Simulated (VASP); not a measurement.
# AlN (I4mm) in VASP: notebook, part 2 of 2

VASP 6.6.1. Earlier steps stand in the parts before.

### 4 Single point, PBEsol

Contents of INCAR:

```
SYSTEM = AlN
PREC = Accurate
ENCUT = 520
EDIFF = 1E-6
ISMEAR = 0
SIGMA = 0.05
LREAL = .False.
LASPH = .True.
NELM = 100
ALGO = Normal
ISIF = 2
LWAVE = .False.
LCHARG = .False.
GGA = PS
NBANDS = 11
```

Contents of KPOINTS:

```
regular mesh
0
Gamma
  10 10 10
  0 0 0
```

Contents of POSCAR:

```
AlN
1.0
    0.0000000000      2.0345180000      2.0345180000
    2.0345180000      0.0000000000      2.0345180000
    2.0345180000      2.0345180000      0.0000000000
Al N
1 1
Direct
    0.4969280193      0.4969280193      0.5030719807
    0.0000000000      0.0000000000      0.0000000000
```

Potentials or basis: VASP PAW PBE potentials, release 64 (Al, N).

Launch:

```
$ cat potpaw_PBE.64/Al/POTCAR potpaw_PBE.64/N/POTCAR > POTCAR
$ mpirun -np 1 vasp_std > vasp.out
```

OUTCAR:

```text
SYSTEM = AlN
   PREC = Accurate
   ENCUT = 520
   EDIFF = 1E-6
   ISMEAR = 0
   LREAL = .False.
   LASPH = .True.
   NELM = 100
   ISIF = 2
   GGA = PS

 ion  position               nearest neighbor table
   1  0.497  0.497  0.503-   2 2.02   2 2.03   2 2.03   2 2.03   2 2.03   2 2.05
   2  0.000  0.000  0.000-   1 2.02   1 2.03   1 2.03   1 2.03   1 2.03   1 2.05

  LATTYP: Found a face centered cubic cell.
 ALAT       =     4.0690360000

  Lattice vectors:

 A1 = (   0.0000000000,   2.0345180000,   2.0345180000)
 A2 = (   2.0345180000,   0.0000000000,   2.0345180000)
 A3 = (   2.0345180000,   2.0345180000,   0.0000000000)

Analysis of symmetry for initial positions (statically):
=====================================================================
 Subroutine PRICEL returns:
 Original cell was already a primitive cell.

 Routine SETGRP: Setting up the symmetry group for a
 face centered cubic supercell.

 Subroutine GETGRP returns: Found  8 space group operations
 (whereof  8 operations were pure point group operations)
 out of a pool of 48 trial point group operations.

The static configuration has the point symmetry C_4v.

Analysis of symmetry for dynamics (positions and initial velocities):
=====================================================================
 Subroutine PRICEL returns:
 Original cell was already a primitive cell.

 Routine SETGRP: Setting up the symmetry group for a
 face centered cubic supercell.

 Subroutine GETGRP returns: Found  8 space group operations
 (whereof  8 operations were pure point group operations)
 out of a pool of 48 trial point group operations.

The dynamic configuration has the point symmetry C_4v.

 Subroutine INISYM returns: Found  8 space group operations
 (whereof  8 operations are pure point group operations),
 and found     1 'primitive' translations

----------------------------------------------------------------------------------------

                                     Primitive cell

  volume of cell :      16.8428
[... 117 lines left out ...]
   IVDW    =     0    specifies the selected vdW correction
   LEPSILON=     F    determine dielectric tensor
   LRPA    =     F    only Hartree local field effects (RPA)
 non-spin polarized calculation
 Gauss-broadening in eV      SIGMA  =   0.05
  energy-cutoff  :      520.00
  volume of cell :       16.84
 maximum number of plane-waves:       469
 NGX is ok and might be reduce to    24
   NGX = 11   NGY = 11   NGZ = 11

 number of electron       7.9999999 magnetization

 Free energy of the ion-electron system (eV)
  ---------------------------------------------------
  ext. energy  EPLUGINS =         0.00000000
  ---------------------------------------------------
  free energy    TOTEN  =       -15.44428515 eV

  energy without entropy =      -15.44428515  energy(sigma->0) =      -15.44428515

 E-fermi :   9.9292     XC(G=0): -12.3629

 val. band max:        9.6411121277   @ k =   0.0000   0.0000   0.0000
 cond. band min:      14.0154139825   @ k =   0.0000   0.5000   0.5000
 fundamental gap:      4.3743018548
 Fermi energy:         9.9291704847

 k-point     1 :       0.0000    0.0000    0.0000
  band No.  band energies     occupation
      1      -7.7365      2.00000
      2       9.6404      2.00000
      3       9.6411      2.00000
      4       9.6411      2.00000
      5      15.0393      0.00000
      6      21.6074      0.00000
      7      21.6075      0.00000
      8      21.6075      0.00000
      9      26.6339      0.00000
     10      27.1899      0.00000
     11      27.1906      0.00000
[... 309 lines left out ...]
 k-point    24 :       0.0000   -0.1000    0.1000
  band No.  band energies     occupation
      1      -7.2021      2.00000
      2       7.5870      2.00000
      3       8.8412      2.00000
      4       9.5108      2.00000
      5      16.4303      0.00000
      6      19.8452      0.00000
      7      22.1410      0.00000
      8      22.3175      0.00000
      9      23.6826      0.00000
     10      25.8857      0.00000
     11      28.3349      0.00000

 [... further k-points ...]

------------------------ aborting loop because EDIFF is reached ----------------------------------------

  FORCE on cell =-STRESS in cart. coord.  units (eV):
  Direction    XX          YY          ZZ          XY          YZ          ZX
  --------------------------------------------------------------------------------------
  -------------------------------------------------------------------------------------
  Total       -0.4800851     -0.4800851     -0.4706950      0.0000000      0.0000000      0.0000000
  in kB      -45.6682324    -45.6682324    -44.7749994      0.0000000      0.0000000      0.0000000
  external PRESSURE =     -45.3704881 kB  Pullay stress =       0.0000000 kB

 VOLUME and BASIS-vectors are now :
 -----------------------------------------------------------------------------
  energy-cutoff  :      520.00
  volume of cell :       16.84
      direct lattice vectors                 reciprocal lattice vectors
     0.000000000  2.034518000  2.034518000    -0.245758455  0.245758455  0.245758455
     2.034518000  0.000000000  2.034518000     0.245758455 -0.245758455  0.245758455
     2.034518000  2.034518000  0.000000000     0.245758455  0.245758455 -0.245758455

 POSITION                                       TOTAL-FORCE (eV/Angst)
 -----------------------------------------------------------------------------------
      2.03452      2.03452      2.02202         0.000000      0.000000      0.083521
      0.00000      0.00000      0.00000         0.000000      0.000000     -0.083521
 -----------------------------------------------------------------------------------
    total drift:                               -0.000000     -0.000000     -0.000019

  FREE ENERGIE OF THE ION-ELECTRON SYSTEM (eV)
  ---------------------------------------------------
  free  energy   TOTEN  =       -15.4442851492 eV

  energy  without entropy=      -15.4442851492  energy(sigma->0) =      -15.44428515
```

OSZICAR:

```text
N       E                     dE             d eps       ncg     rms          rms(c)
DAV:   1     0.634500019258E+01    0.63450E+01   -0.39640E+03  2252   0.666E+02
DAV:   2    -0.163663973869E+02   -0.22711E+02   -0.21682E+02  2761   0.124E+02
DAV:   3    -0.170398595942E+02   -0.67346E+00   -0.67201E+00  2737   0.190E+01
DAV:   4    -0.170420055458E+02   -0.21460E-02   -0.21458E-02  2517   0.116E+00
DAV:   5    -0.170420208650E+02   -0.15319E-04   -0.15319E-04  2687   0.101E-01    0.721E+00
DAV:   6    -0.154835123134E+02    0.15585E+01   -0.68055E+00  2448   0.136E+01    0.268E+00
DAV:   7    -0.154581555995E+02    0.25357E-01   -0.14755E-01  2502   0.281E+00    0.173E+00
DAV:   8    -0.154445710437E+02    0.13585E-01   -0.14018E-02  2361   0.105E+00    0.338E-01
DAV:   9    -0.154442656213E+02    0.30542E-03   -0.13419E-03  2616   0.218E-01    0.153E-01
DAV:  10    -0.154442882431E+02   -0.22622E-04   -0.65712E-05  2509   0.605E-02    0.345E-02
DAV:  11    -0.154442853312E+02    0.29119E-05   -0.70695E-06  2430   0.157E-02    0.574E-03
DAV:  12    -0.154442851492E+02    0.18201E-06   -0.20794E-07  1305   0.403E-03
   1 F= -.15444285E+02 E0= -.15444285E+02  d E =-.309769E-18
```

Run time: 18 s. Hardware: 1 thread of Intel Xeon Platinum 8175M at 2.50GHz (Skylake/Cascade Lake), shared host; peak memory 0.14 GiB.

What came out:

```yaml
Free_energy: -15.4443 eV
Pressure: -4.5 GPa
Largest_force: 0.084 eV/Å
Band_gap_on_the_k_mesh: 4.37 eV, indirect (least direct gap 5.40 eV)
```

Forces in eV/Å, atoms in the order of the input:
```
Al   0.000  0.000  0.084
N    0.000  0.000 -0.084
```

Stress tensor (GPa, compression positive):
```
-4.57  0.00  0.00
 0.00 -4.57  0.00
 0.00  0.00 -4.48
```

Levels at points of the mesh, in eV from the valence-band top:
```
           k point  band 2  band 3  band 4  band 5  band 6  band 7
(0.00, 0.00, 0.00)    0.00    0.00    0.00    5.40   11.97   11.97
(0.50, 0.00, 0.00)   -8.24   -1.06   -1.06    5.92   10.75   10.75
(0.50, 0.50, 0.00)   -7.32   -2.77   -2.77    4.37    5.17   13.74
(0.00, 0.50, 0.50)   -7.32   -2.77   -2.77    4.37    5.17   13.74
```

Caveat: the cell differs from its parent crystal (all Al atoms moved +0.013 Å, as atom 1 towards its neighbour atom 2 (N) at 2.035 Å); the PAW data sets were made with another functional, which shifts forces and pressure a little. A k mesh can miss the band edges.
